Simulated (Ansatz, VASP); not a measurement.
# SrTl2Zn2: VASP beside Ansatz

```
CELL_PARAMETERS angstrom
3.71740 -4.20864 0.00000
3.71740 4.20864 0.00000
0.00000 0.00000 5.94795
ATOMIC_POSITIONS crystal
Sr 0.00000 0.00000 0.00000
Zn 0.18654 0.18654 0.50000
Zn 0.81346 0.81346 0.50000
Tl 0.30340 0.69660 0.50000
Tl 0.69660 0.30340 0.50000
```

Alike in both runs: functional PBE; k mesh 4 × 4 × 4; occupations gaussian, width 0.1 eV; no spin polarisation.

Ansatz relaxed the structure, and its values are those at the end. VASP's run is a single point on that final structure, the one shown.

```csv
,VASP,Ansatz
version,VASP 6.6.1,Ansatz 0.2.0
potentials or method,"VASP PAW PBE potentials, release 64 (Sr_sv, Zn, Tl_d), cutoff 520 eV","scalar-relativistic, plane waves, PAW"
valence electrons in the cell,60,60
```

```tsv
	VASP	Ansatz	Ansatz less VASP
gap on the k mesh at the Fermi level (eV)	none	none	-
pressure (GPa)	-0.1	-0.2	-0.03
```

A gap of «none» marks a metal or a gap that the smearing closes.

Neither program's run includes spin-orbit coupling.
